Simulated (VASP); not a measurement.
**NiO2: single point with PBEsol**

NiO2:

```xyz
3
Lattice="2.9395 0.0000 0.0000 -1.4698 2.5457 0.0000 0.0000 0.0000 4.3779" Properties=species:S:1:pos:R:3 pbc="T T T"
Ni    0.0000    0.0000    2.1890
O     1.4698    0.8486    3.0261
O     0.0000    1.6971    1.3519
```

This cell differs from its parent crystal: ratio of the length along z to the lengths across it x 0.85, volume and fractional coordinates fixed.

| Quantity | Value |
| --- | --- |
| Program | VASP 6.6.1 |
| Task | single point |
| Functional | PBEsol |
| Potentials or basis | VASP PAW PBE potentials, release 64 (Ni_sv_GW, O) |
| Cutoff | 700 eV |
| k mesh | 12 × 12 × 6 |
| Occupations | gaussian, width 0.05 eV |
| Spin | no spin polarisation |
| Dipole correction | no |
| Further INCAR settings | ALGO = Normal; EDIFF = 1e-06; NBANDS = 22 |

* Pressure: -9.8 GPa
* Largest force: 0.439 eV/Å
* Band gap on the k mesh: 0.62 eV (least direct gap 0.99 eV)

Forces in eV/Å, atoms in the order of the input:
```
Ni   0.000  0.000  0.000
O    0.000  0.000  0.439
O    0.000  0.000 -0.439
```

Stress tensor (GPa, compression positive):
```
-16.13   0.00   0.00
  0.00 -16.13   0.00
  0.00   0.00   2.96
```

Levels at points of the mesh, in eV from the valence-band top:
| k point | band 13 | band 14 | band 15 | band 16 | band 17 | band 18 |
| --- | --- | --- | --- | --- | --- | --- |
| (0.00, 0.00, 0.00) | -1.41 | -0.80 | -0.22 | 1.98 | 1.98 | 6.88 |
| (0.50, 0.00, 0.00) | -1.87 | -1.75 | -1.05 | 1.10 | 2.01 | 11.88 |
| (0.00, 0.00, 0.50) | -1.45 | -1.45 | -0.03 | 2.03 | 2.03 | 9.00 |
| (0.50, 0.00, 0.50) | -1.73 | -1.24 | -1.11 | 1.08 | 1.92 | 10.82 |

Wall time 2.6 min on 1 thread of Intel(R) Xeon(R) Platinum 8259CL CPU @ 2.50GHz (Skylake/Cascade Lake), on a shared host, peak memory 0.28 GiB.

Caveat: the stress differs along the axes, from -16 to 3 GPa; the PAW data sets were made with another functional, which shifts forces and pressure a little; the run has no spin polarisation, though such a crystal can be magnetic. Spin polarisation is off, so any magnetic state and its effect on volume and gap are missing.
